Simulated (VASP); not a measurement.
# Ni (Fm-3m) in VASP: a series of runs

Runs on Ni. Level: LDA. Tasks: single point.

Everything below comes from runs of VASP 6.6.1. Logs are shortened: lines on timing, memory, paths and dates and some standing lists are left out, and cuts for length are marked.

## Step 1: The cell of the first run

Symmetry: Fm-3m, No. 225, cubic system. The conventional cell has a = 3.517 Å, b = 3.517 Å, c = 3.517 Å, α = 90.00°, β = 90.00°, γ = 90.00°. Within 3.3 Å of Ni (site symmetry m-3m) lie 12 Ni at 2.49 Å.

## Step 2: Single point, LDA, collinear spin, zero start

INCAR reads:

```
  ALGO = Normal
  EDIFF = 1E-6
  ENCUT = 520
  ISIF = 2
  ISMEAR = 0
  ISPIN = 2
  LASPH = T
  LCHARG = T
  LELF = T
  LMAXMIX = 4
  LORBIT = 11
  LREAL = F
  LVHAR = T
  LWAVE = F
  MAGMOM = 0
  NBANDS = 15
  NELM = 150
  NUPDOWN = 0.0
  PREC = Accurate
  SIGMA = 0.1
```

KPOINTS reads:

```
k-points
0
Gamma
  12 12 12
```

POSCAR reads:

```
Ni
1.0
    0.0000000000      1.7584000000      1.7584000000
    1.7584000000      0.0000000000      1.7584000000
    1.7584000000      1.7584000000      0.0000000000
Ni
1
Direct
    0.0000000000      0.0000000000      0.0000000000
```

Potentials or basis: VASP PAW LDA potentials, release 64 (Ni).

Started as:

```console
cat potpaw_LDA.64/Ni/POTCAR > POTCAR
mpirun -np 1 vasp_std > vasp.out
```

OUTCAR:

```text
EDIFF = 1E-6
   ENCUT = 520
   ISIF = 2
   ISMEAR = 0
   ISPIN = 2
   LASPH = T
   LORBIT = 11
   LREAL = F
   NELM = 150
   NUPDOWN = 0.0
   PREC = Accurate

 ion  position               nearest neighbor table
   1  0.000  0.000  0.000-

  LATTYP: Found a face centered cubic cell.
 ALAT       =     3.5168000000

  Lattice vectors:

 A1 = (   0.0000000000,   1.7584000000,   1.7584000000)
 A2 = (   1.7584000000,   0.0000000000,   1.7584000000)
 A3 = (   1.7584000000,   1.7584000000,   0.0000000000)

Analysis of symmetry for initial positions (statically):
=====================================================================
 Subroutine PRICEL returns:
 Original cell was already a primitive cell.

 Routine SETGRP: Setting up the symmetry group for a
 face centered cubic supercell.

 Subroutine GETGRP returns: Found 48 space group operations
 (whereof 48 operations were pure point group operations)
 out of a pool of 48 trial point group operations.

The static configuration has the point symmetry O_h .

Analysis of symmetry for dynamics (positions and initial velocities):
=====================================================================
 Subroutine PRICEL returns:
 Original cell was already a primitive cell.

 Routine SETGRP: Setting up the symmetry group for a
 face centered cubic supercell.

 Subroutine GETGRP returns: Found 48 space group operations
 (whereof 48 operations were pure point group operations)
 out of a pool of 48 trial point group operations.

The dynamic configuration has the point symmetry O_h .

Analysis of structural, dynamic, and magnetic symmetry:
=====================================================================
 Subroutine PRICEL returns:
 Original cell was already a primitive cell.

 Routine SETGRP: Setting up the symmetry group for a
 face centered cubic supercell.

 Subroutine GETGRP returns: Found 48 space group operations
 (whereof 48 operations were pure point group operations)
 out of a pool of 48 trial point group operations.

The overall configuration has the point symmetry O_h .

 Subroutine INISYM returns: Found 48 space group operations
 (whereof 48 operations are pure point group operations),
 and found     1 'primitive' translations

----------------------------------------------------------------------------------------

                                     Primitive cell

  volume of cell :      10.8738

  direct lattice vectors                    reciprocal lattice vectors
     0.000000000  1.758400000  1.758400000    -0.284349409  0.284349409  0.284349409
     1.758400000  0.000000000  1.758400000     0.284349409 -0.284349409  0.284349409
     1.758400000  1.758400000  0.000000000     0.284349409  0.284349409 -0.284349409

  length of vectors
     2.486753128  2.486753128  2.486753128     0.492507623  0.492507623  0.492507623

  position of ions in fractional coordinates (direct lattice)
     0.000000000  0.000000000  0.000000000

  ion indices of the primitive-cell ions
   primitive index   ion index
                 1           1

----------------------------------------------------------------------------------------

 KPOINTS: k-points

Automatic generation of k-mesh.
 Grid dimensions read from file:
 generate k-points for:   12   12   12

 Generating k-lattice:

  Cartesian coordinates                     Fractional coordinates (reciprocal lattice)
    -0.023695784  0.023695784  0.023695784     0.083333333  0.000000000  0.000000000
     0.023695784 -0.023695784  0.023695784     0.000000000  0.083333333  0.000000000
     0.023695784  0.023695784 -0.023695784     0.000000000  0.000000000  0.083333333

  Length of vectors
     0.041042302  0.041042302  0.041042302

  Shift w.r.t. Gamma in fractional coordinates (k-lattice)
     0.000000000  0.000000000  0.000000000

 Subroutine IBZKPT returns following result:
 ===========================================

 Found     72 irreducible k-points:

 Following reciprocal coordinates:
            Coordinates               Weight
  0.000000  0.000000  0.000000      1.000000
  0.083333  0.000000  0.000000      8.000000
  0.166667  0.000000  0.000000      8.000000
  0.250000  0.000000  0.000000      8.000000
  0.333333  0.000000  0.000000      8.000000
  0.416667  0.000000  0.000000      8.000000
[... 16 lines left out ...]
  0.500000  0.166667  0.000000     24.000000
 -0.416667  0.166667  0.000000     24.000000
 [... further k-points ...]
   k-points           NKPTS =     72   k-points in BZ     NKDIM =     72   number of bands    NBANDS=     15
   number of dos      NEDOS =    301   number of ions     NIONS =      1
   total plane-waves  NPLWV =   5832
   dimension x,y,z NGX =    18 NGY =   18 NGZ =   18
   dimension x,y,z NGXF=    36 NGYF=   36 NGZF=   36
   ions per type =               1
   NGX,Y,Z   is equivalent  to a cutoff of  12.03, 12.03, 12.03 a.u.
   NGXF,Y,Z  is equivalent  to a cutoff of  24.07, 24.07, 24.07 a.u.
 SYSTEM =  unknown system
   PREC   = accura    normal or accurate (medium, high low for compatibility)
   ISTART =      0    job   : 0-new  1-cont  2-samecut
   ICHARG =      2    charge: 1-file 2-atom 10-const
   ISPIN  =      2    spin polarized calculation?
   LNONCOLLINEAR =      F non collinear calculations
   LSORBIT =      F    spin-orbit coupling
   LASPH  =      T    aspherical Exc in radial PAW
   ENCUT  =  520.0 eV  38.22 Ry    6.18 a.u.   4.62  4.62  4.62*2*pi/ulx,y,z
   NELM   =    150;   NELMIN=  2; NELMDL= -5     # of ELM steps
   EDIFF  = 0.1E-05   stopping-criterion for ELM
   LREAL  =      F    real-space projection
   EDIFFG = 0.1E-04   stopping-criterion for IOM
   NSW    =      0    number of steps for IOM
   IBRION =     -1    ionic relax: 0-MD 1-quasi-New 2-CG
   NFREE  =      0    steps in history (QN), initial steepest desc. (CG)
   ISIF   =      2    stress and relaxation
   ISYM   =      2    0-nonsym 1-usesym 2-fastsym
   POTIM  = 0.5000    time-step for ionic-motion
   TEBEG  =    0.0;   TEEND  =   0.0 temperature during run
   PSTRESS=    0.0 pullay stress
   NELECT =      10.0000    total number of electrons
   NUPDOWN=       0.0000    fix difference up-down
   EMIN   =  10.00;   EMAX   =-10.00  energy-range for DOS
   EFERMI =   0.00;   METHOD = LEGACY
   ISMEAR =     0;   SIGMA  =   0.10  broadening in eV -4-tet -1-fermi 0-gaus
   EFERMI_NEDOS =   21; number of points for ismear=-14 and -15
   IALGO  =     38    algorithm
   IMIX   =      4    mixing-type and parameters
     AMIX     =   0.40;   BMIX     =  1.00
     AMIX_MAG =   1.60;   BMIX_MAG =  1.00
  volume/ion in A,a.u.               =      10.87        73.38
  Fermi-wavevector in a.u.,A,eV,Ry     =   1.592015  3.008472 34.484126  2.534512
  Thomas-Fermi vector in A             =   2.690466
   LORBIT       =     11    0 simple, 1 ext, 2 COOP (PROOUT), +10 PAW based schemes
   GGA     = CA    functional components
   LHFCALC =     F    Hartree Fock is set to
   AEXX    =    0.0000 exact exchange contribution
   IVDW    =     0    specifies the selected vdW correction
   LEPSILON=     F    determine dielectric tensor
   LRPA    =     F    only Hartree local field effects (RPA)
 spin polarized calculation
 Gauss-broadening in eV      SIGMA  =   0.10
  energy-cutoff  :      520.00
  volume of cell :       10.87
 maximum number of plane-waves:       304
   NGX =  9   NGY =  9   NGZ =  9

 number of electron      10.0000013 magnetization      -0.0000000

 number of electron      10.0000013 magnetization       0.0000000

 Free energy of the ion-electron system (eV)
  ---------------------------------------------------
  ext. energy  EPLUGINS =         0.00000000
  ---------------------------------------------------
  free energy    TOTEN  =        -6.50267289 eV

  energy without entropy =       -6.48391081  energy(sigma->0) =       -6.49329185

 E-fermi :   8.8654     XC(G=0): -13.6147

 val. band max:        8.8653758580   @ k =   0.4167   0.2500   0.0000
 cond. band min:       8.8654794369   @ k =   0.5000   0.0000   0.0000
 fundamental gap:      0.0001035789
 Fermi energy:         8.8653926374

 spin component 1

 k-point     1 :       0.0000    0.0000    0.0000
  band No.  band energies     occupation
      1       0.0657      1.00000
      2       7.0025      1.00000
      3       7.0025      1.00000
      4       7.0025      1.00000
      5       8.1374      1.00000
      6       8.1374      1.00000
      7      32.8107      0.00000
      8      36.6019      0.00000
      9      36.6019      0.00000
     10      36.6019      0.00000
     11      39.6235      0.00000
     12      39.6235      0.00000
     13      39.6235      0.00000
     14      42.7164      0.00000
     15      48.7955      0.00000
[... 397 lines left out ...]
 k-point    24 :      -0.4167    0.1667    0.0000
  band No.  band energies     occupation
      1       5.0116      1.00000
      2       6.5136      1.00000
      3       7.1184      1.00000
      4       7.3539      1.00000
      5       8.7299      0.97235
      6      11.4428      0.00000
      7      15.4039      0.00000
      8      25.8669      0.00000
      9      30.5621      0.00000
     10      31.8260      0.00000
     11      40.9519      0.00000
     12      41.4807      0.00000
     13      48.4250      0.00000
     14      51.1066      0.00000
     15      52.2758      0.00000

 [... further k-points ...]

 spin component 2

 k-point     1 :       0.0000    0.0000    0.0000
  band No.  band energies     occupation
      1       0.0657      1.00000
      2       7.0025      1.00000
      3       7.0025      1.00000
      4       7.0025      1.00000
      5       8.1374      1.00000
      6       8.1374      1.00000
      7      32.8107      0.00000
      8      36.6019      0.00000
      9      36.6019      0.00000
     10      36.6019      0.00000
     11      39.6235      0.00000
     12      39.6235      0.00000
     13      39.6235      0.00000
     14      42.7164      0.00000
     15      48.7955      0.00000
[... 397 lines left out ...]
 k-point    24 :      -0.4167    0.1667    0.0000
  band No.  band energies     occupation
      1       5.0116      1.00000
      2       6.5136      1.00000
      3       7.1184      1.00000
      4       7.3539      1.00000
      5       8.7299      0.97235
      6      11.4428      0.00000
      7      15.4039      0.00000
      8      25.8669      0.00000
      9      30.5621      0.00000
     10      31.8260      0.00000
     11      40.9519      0.00000
     12      41.4807      0.00000
     13      48.4250      0.00000
     14      51.1066      0.00000
     15      52.2758      0.00000

 [... further k-points ...]

------------------------ aborting loop because EDIFF is reached ----------------------------------------

  FORCE on cell =-STRESS in cart. coord.  units (eV):
  Direction    XX          YY          ZZ          XY          YZ          ZX
  --------------------------------------------------------------------------------------
  -------------------------------------------------------------------------------------
  Total       -1.2128523     -1.2128523     -1.2128523      0.0000000      0.0000000     -0.0000000
  in kB     -178.7044957   -178.7044957   -178.7044957      0.0000000      0.0000000     -0.0000000
  external PRESSURE =    -178.7044957 kB  Pullay stress =       0.0000000 kB

 VOLUME and BASIS-vectors are now :
 -----------------------------------------------------------------------------
  energy-cutoff  :      520.00
  volume of cell :       10.87
      direct lattice vectors                 reciprocal lattice vectors
     0.000000000  1.758400000  1.758400000    -0.284349409  0.284349409  0.284349409
     1.758400000  0.000000000  1.758400000     0.284349409 -0.284349409  0.284349409
     1.758400000  1.758400000  0.000000000     0.284349409  0.284349409 -0.284349409

 POSITION                                       TOTAL-FORCE (eV/Angst)
 -----------------------------------------------------------------------------------
      0.00000      0.00000      0.00000        -0.000000     -0.000000      0.000000
 -----------------------------------------------------------------------------------
    total drift:                                0.000000     -0.000000     -0.000000

  FREE ENERGIE OF THE ION-ELECTRON SYSTEM (eV)
  ---------------------------------------------------
  free  energy   TOTEN  =        -6.5026728906 eV

  energy  without entropy=       -6.4839108069  energy(sigma->0) =       -6.49329185

 total charge

# of ion       s       p       d       tot
------------------------------------------
    1        0.496   0.492   8.334   9.323

 magnetization (x)

# of ion       s       p       d       tot
------------------------------------------
    1       -0.000  -0.000  -0.000  -0.000
```

Run time: 31 s. Hardware: 1 thread of Intel Xeon 8259CL, shared host; peak memory 0.13 GiB.

Results:

| Item | Value |
| --- | --- |
| Free energy | -6.5027 eV |
| Pressure | -17.9 GPa |
| Net moment | 0.00 μB per cell |
| Valence electrons inside the program's atomic spheres | Ni 9.32 |

Caveat: the cell stands under tension; the total moment is fixed, so each spin has its own Fermi level.

## Step 3: Single point, LDA, collinear spin, ferromagnetic start

INCAR reads:

```
SYSTEM = Ni
ALGO = Normal ; EDIFF = 1E-6
ENCUT = 520 ; ISIF = 2
ISMEAR = 0 ; ISPIN = 2
LASPH = .TRUE. ; LCHARG = .TRUE.
LELF = .TRUE. ; LMAXMIX = 4
LORBIT = 11 ; LREAL = .FALSE.
LVHAR = .TRUE. ; LWAVE = .FALSE.
MAGMOM = 2 ; NBANDS = 15
NELM = 150 ; PREC = Accurate
SIGMA = 0.1
```

KPOINTS reads:

```
k-points
0
G
  12 12 12
  0 0 0
```

POSCAR is that of step 2.

Potentials or basis: VASP PAW LDA potentials, release 64 (Ni).

Started as:

```console
cat potpaw_LDA.64/Ni/POTCAR > POTCAR
mpirun -np 1 vasp_std > vasp.out
```

Run time: 29 s. Hardware: 1 thread of Intel Xeon 8259CL, shared host; peak memory 0.13 GiB.

Results (log left out):

```
Free energy                                           : -6.5327 eV
Pressure                                              : -16.9 GPa
Net moment                                            : 0.58 μB per cell
Site moments                                          : Ni +0.58 μB
Valence electrons inside the program's atomic spheres : Ni 9.32
```

Levels at points of the mesh, in eV from the Fermi level:
Spin up:
| k point | band 2 | band 3 | band 4 | band 5 | band 6 | band 7 | band 8 | band 9 |
| --- | --- | --- | --- | --- | --- | --- | --- | --- |
| (0.00, 0.00, 0.00) | -2.33 | -2.33 | -2.33 | -1.17 | -1.17 | 23.80 | 27.56 | 27.56 |
| (0.50, 0.00, 0.00) | -2.33 | -2.33 | -0.48 | -0.48 | -0.24 | 5.74 | 22.33 | 24.58 |
| (0.50, 0.50, 0.00) | -4.11 | -0.45 | -0.34 | -0.34 | 2.47 | 9.30 | 14.79 | 14.79 |
Spin down:
```
           k point  band 1  band 2  band 3  band 4  band 5  band 6  band 7  band 8  band 9  band 10
(0.00, 0.00, 0.00)   -8.94   -1.73   -1.73   -1.73   -0.63   -0.63   23.78   27.60   27.60    27.60
(0.50, 0.00, 0.00)   -4.41   -1.80   -1.80   -0.22    0.14    0.14    6.10   22.29   24.69    24.69
(0.50, 0.50, 0.00)   -4.25   -3.61    0.11    0.34    0.34    2.51    9.56   14.85   14.85    20.06
```

Caveat: the cell stands under tension.

## Step 4: Single point, LDA, collinear spin, ferromagnetic start

INCAR reads:

```
  PREC = Accurate
  ENCUT = 520
  EDIFF = 1E-7
  ISMEAR = 0
  SIGMA = 0.1
  LREAL = F
  LASPH = T
  NELM = 150
  ALGO = Normal
  ISIF = 2
  LWAVE = F
  LCHARG = F
  ISPIN = 2
  MAGMOM = 0.48
  LORBIT = 11
  NUPDOWN = 0.48
  LMAXMIX = 4
  GGA = CA
  NBANDS = 15
```

KPOINTS reads:

```
regular mesh
0
Gamma
  12 12 12
```

POSCAR is that of step 3.

Started as:

```console
cat potpaw_LDA.64/Ni/POTCAR > POTCAR
mpirun -np 1 vasp_std > vasp.out
```

It took 27 s on 1 thread of Intel Xeon 8259CL, shared host; peak memory 0.13 GiB.

It converged, with:

* Free energy: -6.5308 eV
* Pressure: -17.3 GPa
* Net moment: 0.48 μB per cell
* Site moments: Ni +0.49 μB
* Valence electrons inside the program's atomic spheres: Ni 9.32

Caveat: the cell stands under tension; the total moment is fixed, so each spin has its own Fermi level.

## Step 5: Single point, LDA, collinear spin, ferromagnetic start

INCAR reads:

```
PREC = Accurate
ENCUT = 520
EDIFF = 1E-6
ISMEAR = 0
SIGMA = 0.1
LREAL = False
LASPH = True
NELM = 150
ALGO = Normal
ISIF = 2
LWAVE = False
LCHARG = False
ISPIN = 2
MAGMOM = 0.97
LORBIT = 11
NUPDOWN = 0.97
LMAXMIX = 4
GGA = CA
NBANDS = 15
```

KPOINTS is that of step 4.

POSCAR is that of step 4.

Started as:

```console
cat potpaw_LDA.64/Ni/POTCAR > POTCAR
mpirun -np 1 vasp_std > vasp.out
```

Run time: 22 s. Hardware: 1 thread of Intel Xeon 8259CL, shared host; peak memory 0.13 GiB.

Results (log left out):

| Quantity | Value |
| --- | --- |
| Free energy | -6.4384 eV |
| Pressure | -13.9 GPa |
| Net moment | 0.97 μB per cell |
| Site moments | Ni +0.96 μB |
| Valence electrons inside the program's atomic spheres | Ni 9.31 |

Caveat: the cell stands under tension; the total moment is fixed, so each spin has its own Fermi level.

(Part 1 of 2 ends here.)
